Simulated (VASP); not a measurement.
# LiBr (Fm-3m) in VASP: settings compared

The runs below take LiBr through single point, with r2SCAN, r2SCAN+D3(BJ).

All numbers are computed with VASP 6.6.1; they aren't measurements. Logs are shortened: lines on timing, memory, paths and dates and some standing lists are left out, and cuts for length are marked.

## (1) The cell of the first run

Symmetry: Fm-3m, No. 225, cubic system. Conventional cell: a = 5.431 Å, b = 5.431 Å, c = 5.431 Å, α = 90.00°, β = 90.00°, γ = 90.00°. Within 3.6 Å of Li (site symmetry m-3m) lie 6 Br at 2.72 Å. Within 3.6 Å of Br (site symmetry m-3m) lie 6 Li at 2.72 Å.

## (2) Single point, r2SCAN

File POSCAR:

```
LiBr
1.0
    0.0000000000      2.7153111500      2.7153111500
    2.7153111500      0.0000000000      2.7153111500
    2.7153111500      2.7153111500      0.0000000000
Li Br
1 1
Direct
    0.0000000000      0.0000000000      0.0000000000
    0.5000000000      0.5000000000      0.5000000000
```

File INCAR.step1:

```
SYSTEM = LiBr
  PREC = Accurate
  ENCUT = 830
  ISMEAR = -1
  SIGMA = 0.1
  LREAL = .FALSE.
  LASPH = .TRUE.
  NELM = 120
  NBANDS = 12
  GGA = PE
  ALGO = Normal
  EDIFF = 1E-5
  LWAVE = .TRUE.
  LCHARG = .FALSE.
  GGA_COMPAT = .FALSE.
```

File INCAR.step2:

```
SYSTEM = LiBr
  PREC = Accurate
  ENCUT = 830
  EDIFF = 1E-6
  ISMEAR = -1
  SIGMA = 0.1
  LREAL = .FALSE.
  LASPH = .TRUE.
  NELM = 120
  ALGO = Normal
  ISIF = 2
  LWAVE = .FALSE.
  LCHARG = .TRUE.
  METAGGA = R2SCAN
  LMIXTAU = .TRUE.
  LELF = .TRUE.
  LVHAR = .TRUE.
  NBANDS = 12
  ISTART = 1
  GGA_COMPAT = .FALSE.
```

File KPOINTS:

```
regular mesh
0
G
  6 6 6
  0 0 0
```

Potentials or basis: VASP PAW PBE potentials, release 64 (Li_sv, Br).

Run with:

```
$ cat potpaw_PBE.64/Li_sv/POTCAR potpaw_PBE.64/Br/POTCAR > POTCAR
$ cp INCAR.step1 INCAR
$ mpirun -np 1 vasp_std > vasp.out
$ cp INCAR.step2 INCAR
$ mpirun -np 1 vasp_std > vasp.out
```

OUTCAR:

```text
SYSTEM = LiBr
   PREC = Accurate
   ENCUT = 830
   EDIFF = 1E-6
   ISMEAR = -1
   LREAL = .FALSE.
   LASPH = .TRUE.
   NELM = 120
   ISIF = 2
   METAGGA = R2SCAN
   ISTART = 1

 ion  position               nearest neighbor table
   1  0.000  0.000  0.000-
   2  0.500  0.500  0.500-

  LATTYP: Found a face centered cubic cell.
 ALAT       =     5.4306223000

  Lattice vectors:

 A1 = (   0.0000000000,   2.7153111500,   2.7153111500)
 A2 = (   2.7153111500,   0.0000000000,   2.7153111500)
 A3 = (   2.7153111500,   2.7153111500,   0.0000000000)

Analysis of symmetry for initial positions (statically):
=====================================================================
 Subroutine PRICEL returns:
 Original cell was already a primitive cell.

 Routine SETGRP: Setting up the symmetry group for a
 face centered cubic supercell.

 Subroutine GETGRP returns: Found 48 space group operations
 (whereof 48 operations were pure point group operations)
 out of a pool of 48 trial point group operations.

The static configuration has the point symmetry O_h .

Analysis of symmetry for dynamics (positions and initial velocities):
=====================================================================
 Subroutine PRICEL returns:
 Original cell was already a primitive cell.

 Routine SETGRP: Setting up the symmetry group for a
 face centered cubic supercell.

 Subroutine GETGRP returns: Found 48 space group operations
 (whereof 48 operations were pure point group operations)
 out of a pool of 48 trial point group operations.

The dynamic configuration has the point symmetry O_h .

 Subroutine INISYM returns: Found 48 space group operations
 (whereof 48 operations are pure point group operations),
 and found     1 'primitive' translations

----------------------------------------------------------------------------------------

                                     Primitive cell

  volume of cell :      40.0395

  direct lattice vectors                    reciprocal lattice vectors
     0.000000000  2.715311150  2.715311150    -0.184140959  0.184140959  0.184140959
     2.715311150  0.000000000  2.715311150     0.184140959 -0.184140959  0.184140959
     2.715311150  2.715311150  0.000000000     0.184140959  0.184140959 -0.184140959

  length of vectors
     3.840029854  3.840029854  3.840029854     0.318941497  0.318941497  0.318941497

  position of ions in fractional coordinates (direct lattice)
     0.000000000  0.000000000  0.000000000
     0.500000000  0.500000000  0.500000000

  ion indices of the primitive-cell ions
   primitive index   ion index
                 1           1
                 2           2

----------------------------------------------------------------------------------------

 KPOINTS: regular mesh

Automatic generation of k-mesh.
 Grid dimensions read from file:
 generate k-points for:    6    6    6

 Generating k-lattice:

  Cartesian coordinates                     Fractional coordinates (reciprocal lattice)
    -0.030690160  0.030690160  0.030690160     0.166666667  0.000000000  0.000000000
     0.030690160 -0.030690160  0.030690160     0.000000000  0.166666667  0.000000000
     0.030690160  0.030690160 -0.030690160     0.000000000  0.000000000  0.166666667

  Length of vectors
     0.053156916  0.053156916  0.053156916

  Shift w.r.t. Gamma in fractional coordinates (k-lattice)
     0.000000000  0.000000000  0.000000000

 Subroutine IBZKPT returns following result:
 ===========================================

 Found     16 irreducible k-points:

 Following reciprocal coordinates:
            Coordinates               Weight
  0.000000  0.000000  0.000000      1.000000
  0.166667  0.000000  0.000000      8.000000
  0.333333  0.000000  0.000000      8.000000
  0.500000  0.000000  0.000000      4.000000
  0.166667  0.166667  0.000000      6.000000
  0.333333  0.166667  0.000000     24.000000
[... 8 lines left out ...]
 -0.333333  0.333333  0.166667     24.000000
 -0.333333  0.500000  0.166667     12.000000
   k-points           NKPTS =     16   k-points in BZ     NKDIM =     16   number of bands    NBANDS=     12
   number of dos      NEDOS =    301   number of ions     NIONS =      2
   total plane-waves  NPLWV =  46656
   dimension x,y,z NGX =    36 NGY =   36 NGZ =   36
   dimension x,y,z NGXF=    72 NGYF=   72 NGZF=   72
   ions per type =               1   1
   NGX,Y,Z   is equivalent  to a cutoff of  15.59, 15.59, 15.59 a.u.
   NGXF,Y,Z  is equivalent  to a cutoff of  31.17, 31.17, 31.17 a.u.
 SYSTEM =  LiBr
   PREC   = accura    normal or accurate (medium, high low for compatibility)
   ISTART =      1    job   : 0-new  1-cont  2-samecut
   ICHARG =      0    charge: 1-file 2-atom 10-const
   ISPIN  =      1    spin polarized calculation?
   LNONCOLLINEAR =      F non collinear calculations
   LSORBIT =      F    spin-orbit coupling
   LASPH  =      T    aspherical Exc in radial PAW
   ENCUT  =  830.0 eV  61.00 Ry    7.81 a.u.   9.02  9.02  9.02*2*pi/ulx,y,z
   NELM   =    120;   NELMIN=  2; NELMDL=  0     # of ELM steps
   EDIFF  = 0.1E-05   stopping-criterion for ELM
   LREAL  =      F    real-space projection
   EDIFFG = 0.1E-04   stopping-criterion for IOM
   NSW    =      0    number of steps for IOM
   IBRION =     -1    ionic relax: 0-MD 1-quasi-New 2-CG
   NFREE  =      0    steps in history (QN), initial steepest desc. (CG)
   ISIF   =      2    stress and relaxation
   ISYM   =      2    0-nonsym 1-usesym 2-fastsym
   POTIM  = 0.5000    time-step for ionic-motion
   TEBEG  =    0.0;   TEEND  =   0.0 temperature during run
   PSTRESS=    0.0 pullay stress
   NELECT =      10.0000    total number of electrons
   NUPDOWN=      -1.0000    fix difference up-down
   EMIN   =  10.00;   EMAX   =-10.00  energy-range for DOS
   EFERMI =   0.00;   METHOD = LEGACY
   ISMEAR =    -1;   SIGMA  =   0.10  broadening in eV -4-tet -1-fermi 0-gaus
   EFERMI_NEDOS =   21; number of points for ismear=-14 and -15
   IALGO  =     38    algorithm
   IMIX   =      4    mixing-type and parameters
     AMIX     =   0.40;   BMIX     =  1.00
     AMIX_MAG =   1.60;   BMIX_MAG =  1.00
  volume/ion in A,a.u.               =      20.02       135.10
  Fermi-wavevector in a.u.,A,eV,Ry     =   1.030968  1.948247 14.461568  1.062895
  Thomas-Fermi vector in A             =   2.165093
   LORBIT       =      0    0 simple, 1 ext, 2 COOP (PROOUT), +10 PAW based schemes
   METAGGA = R2SCAN    functional components
   LHFCALC =     F    Hartree Fock is set to
   AEXX    =    0.0000 exact exchange contribution
   IVDW    =     0    specifies the selected vdW correction
   LEPSILON=     F    determine dielectric tensor
   LRPA    =     F    only Hartree local field effects (RPA)
 non-spin polarized calculation
  energy-cutoff  :      830.00
  volume of cell :       40.04
 maximum number of plane-waves:      2200
   NGX = 17   NGY = 17   NGZ = 17

 number of electron      10.0000001 magnetization

 Free energy of the ion-electron system (eV)
  ---------------------------------------------------
  ext. energy  EPLUGINS =         0.00000000
  ---------------------------------------------------
  free energy    TOTEN  =       -19.15164152 eV

  energy without entropy =      -19.15164152  energy(sigma->0) =      -19.15164152

 E-fermi :   2.4294     XC(G=0):  -8.9693

 val. band max:        0.2092099117   @ k =   0.0000   0.0000   0.0000
 cond. band min:       6.2774597813   @ k =   0.0000   0.0000   0.0000
 fundamental gap:      6.0682498696
 Fermi energy:         2.4294228464

 k-point     1 :       0.0000    0.0000    0.0000
  band No.  band energies     occupation
      1     -45.4792      2.00000
      2     -13.8298      2.00000
      3       0.2092      2.00000
      4       0.2092      2.00000
      5       0.2092      2.00000
      6       6.2775      0.00000
      7      11.4543      0.00000
      8      11.4543      0.00000
      9      11.4543      0.00000
     10      13.8393      0.00000
     11      13.8394      0.00000
     12      13.8394      0.00000

 k-point     2 :       0.1667    0.0000    0.0000
  band No.  band energies     occupation
      1     -45.4789      2.00000
      2     -13.7052      2.00000
      3      -0.7596      2.00000
      4       0.1286      2.00000
      5       0.1286      2.00000
      6       7.0119      0.00000
      7      10.6353      0.00000
      8      11.0583      0.00000
      9      11.0583      0.00000
     10      12.6665      0.00000
     11      12.6665      0.00000
     12      14.2995      0.00000

 k-point     3 :       0.3333    0.0000    0.0000
  band No.  band energies     occupation
      1     -45.4783      2.00000
      2     -13.4354      2.00000
      3      -2.2283      2.00000
      4      -0.0194      2.00000
      5      -0.0194      2.00000
      6       6.9356      0.00000
      7       9.6272      0.00000
      8       9.6272      0.00000
      9      12.0067      0.00000
     10      14.6337      0.00000
     11      14.6337      0.00000
     12      14.8536      0.00000
[... 166 lines left out ...]
 k-point    15 :      -0.3333    0.3333    0.1667
  band No.  band energies     occupation
      1     -45.4777      2.00000
      2     -13.1272      2.00000
      3      -2.3643      2.00000
      4      -1.6827      2.00000
      5      -0.6876      2.00000
      6       8.7628      0.00000
      7       9.0097      0.00000
      8      10.8875      0.00000
      9      11.3470      0.00000
     10      14.5904      0.00000
     11      15.6418      0.00000
     12      18.3315      0.00000

 k-point    16 :      -0.3333    0.5000    0.1667
  band No.  band energies     occupation
      1     -45.4776      2.00000
      2     -13.0692      2.00000
      3      -2.5084      2.00000
      4      -1.6053      2.00000
      5      -1.0082      2.00000
      6       8.3021      0.00000
      7       9.2334      0.00000
      8      11.0828      0.00000
      9      11.8753      0.00000
     10      14.8025      0.00000
     11      16.8633      0.00000
     12      18.7395      0.00000

------------------------ aborting loop because EDIFF is reached ----------------------------------------

  FORCE on cell =-STRESS in cart. coord.  units (eV):
  Direction    XX          YY          ZZ          XY          YZ          ZX
  --------------------------------------------------------------------------------------
  -------------------------------------------------------------------------------------
  Total        0.0912147      0.0912147      0.0912147      0.0000000     -0.0000000      0.0000000
  in kB        3.6499477      3.6499477      3.6499477      0.0000000     -0.0000000      0.0000000
  external PRESSURE =       3.6499477 kB  Pullay stress =       0.0000000 kB

 VOLUME and BASIS-vectors are now :
 -----------------------------------------------------------------------------
  energy-cutoff  :      830.00
  volume of cell :       40.04
      direct lattice vectors                 reciprocal lattice vectors
     0.000000000  2.715311150  2.715311150    -0.184140959  0.184140959  0.184140959
     2.715311150  0.000000000  2.715311150     0.184140959 -0.184140959  0.184140959
     2.715311150  2.715311150  0.000000000     0.184140959  0.184140959 -0.184140959

 POSITION                                       TOTAL-FORCE (eV/Angst)
 -----------------------------------------------------------------------------------
      0.00000      0.00000      0.00000        -0.000000     -0.000000      0.000000
      2.71531      2.71531      2.71531         0.000000      0.000000     -0.000000
 -----------------------------------------------------------------------------------
    total drift:                                0.000000      0.000000      0.000000

  FREE ENERGIE OF THE ION-ELECTRON SYSTEM (eV)
  ---------------------------------------------------
  free  energy   TOTEN  =       -19.1516415208 eV

  energy  without entropy=      -19.1516415207  energy(sigma->0) =      -19.15164152
```

It took 2.1 min on 1 thread of Intel Xeon Platinum 8259CL at 2.50GHz (Skylake/Cascade Lake), shared host; peak memory 0.21 GiB.

Results:

```
Free energy            : -19.1516 eV
Pressure               : 0.4 GPa
Band gap on the k mesh : 6.07 eV, direct
```

Caveat: the PAW data sets were made with another functional, which shifts forces and pressure a little. r2SCAN opens gaps a little over a GGA but as a rule still falls short of measured ones.

## (3) Single point, r2SCAN+D3(BJ)

POSCAR is that of step 2.

File INCAR.step1:

```
SYSTEM = LiBr
PREC = Accurate ; ENCUT = 830
ISMEAR = -1 ; SIGMA = 0.1
LREAL = .False. ; LASPH = .True.
NELM = 120 ; NBANDS = 12
ISYM = 0 ; GGA = PE
ALGO = Normal ; EDIFF = 1E-5
LWAVE = .True. ; LCHARG = .False.
GGA_COMPAT = .False.
```

File INCAR.step2:

```
SYSTEM = LiBr
PREC = Accurate ; ENCUT = 830
EDIFF = 1E-6 ; ISMEAR = -1
SIGMA = 0.1 ; LREAL = .False.
LASPH = .True. ; NELM = 120
ALGO = Normal ; ISIF = 2
LWAVE = .False. ; LCHARG = .False.
METAGGA = R2SCAN ; LMIXTAU = .True.
IVDW = 12 ; VDW_S6 = 1.0
VDW_S8 = 0.78981345 ; VDW_A1 = 0.49484001
VDW_A2 = 5.73083694 ; NBANDS = 12
ISYM = 0 ; ISTART = 1
GGA_COMPAT = .False.
```

File KPOINTS:

```
regular mesh
0
Gamma
  6 6 6
  0 0 0
```

Potentials or basis: VASP PAW PBE potentials, release 64 (Li_sv, Br).

Run with:

```
$ cat potpaw_PBE.64/Li_sv/POTCAR potpaw_PBE.64/Br/POTCAR > POTCAR
$ cp INCAR.step1 INCAR
$ mpirun -np 1 vasp_std > vasp.out
$ cp INCAR.step2 INCAR
$ mpirun -np 1 vasp_std > vasp.out
```

OUTCAR:

```text
SYSTEM = LiBr
   PREC = Accurate
   ENCUT = 830
   EDIFF = 1E-6
   ISMEAR = -1
   LREAL = .False.
   LASPH = .True.
   NELM = 120
   ISIF = 2
   METAGGA = R2SCAN
   IVDW = 12
   ISYM = 0
   ISTART = 1
 IVDW          = 12

 ion  position               nearest neighbor table
   1  0.000  0.000  0.000-
   2  0.500  0.500  0.500-

IMPORTANT INFORMATION: All symmetrisations will be switched off!
NOSYMM: (Re-)initialisation of all symmetry stuff for point group C_1.
[... 508 lines left out ...]

 [... further k-points ...]

------------------------ aborting loop because EDIFF is reached ----------------------------------------

 Edisp (eV)   -0.23347

 E8    (eV) :    -0.0723

  FORCE on cell =-STRESS in cart. coord.  units (eV):
  Direction    XX          YY          ZZ          XY          YZ          ZX
  --------------------------------------------------------------------------------------
  -------------------------------------------------------------------------------------
  Total      -0.12806    -0.12806    -0.12806     0.00000     0.00000     0.00000
  in kB      -5.12431    -5.12432    -5.12433     0.00009     0.00011     0.00007
  external pressure =       -5.12 kB  Pullay stress =        0.00 kB

 VOLUME and BASIS-vectors are now :
 -----------------------------------------------------------------------------
  energy-cutoff  :      830.00
  volume of cell :       40.04
      direct lattice vectors                 reciprocal lattice vectors
     0.000000000  2.715311150  2.715311150    -0.184140959  0.184140959  0.184140959
     2.715311150  0.000000000  2.715311150     0.184140959 -0.184140959  0.184140959
     2.715311150  2.715311150  0.000000000     0.184140959  0.184140959 -0.184140959

 POSITION                                       TOTAL-FORCE (eV/Angst)
 -----------------------------------------------------------------------------------
      0.00000      0.00000      0.00000        -0.000000      0.000000      0.000000
      2.71531      2.71531      2.71531         0.000000     -0.000000     -0.000000
 -----------------------------------------------------------------------------------
    total drift:                               -0.000000      0.000000      0.000000

  FREE ENERGIE OF THE ION-ELECTRON SYSTEM (eV)
  ---------------------------------------------------
  free  energy   TOTEN  =       -19.3851264810 eV

  energy  without entropy=      -19.3851264809  energy(sigma->0) =      -19.38512648
```

Run time: 6.2 min. Hardware: 1 thread of Intel Xeon Platinum 8259CL at 2.50GHz (Skylake/Cascade Lake), shared host; peak memory 0.29 GiB.

What came out:

- Free energy: -19.3851 eV
- Pressure: -0.5 GPa
- Band gap on the k mesh: 6.07 eV, direct
- Dispersion energy per atom: -0.117 eV

Caveat: three body term missing; the PAW data sets were made with another functional, which shifts forces and pressure a little. r2SCAN opens gaps a little over a GGA but as a rule still falls short of measured ones.
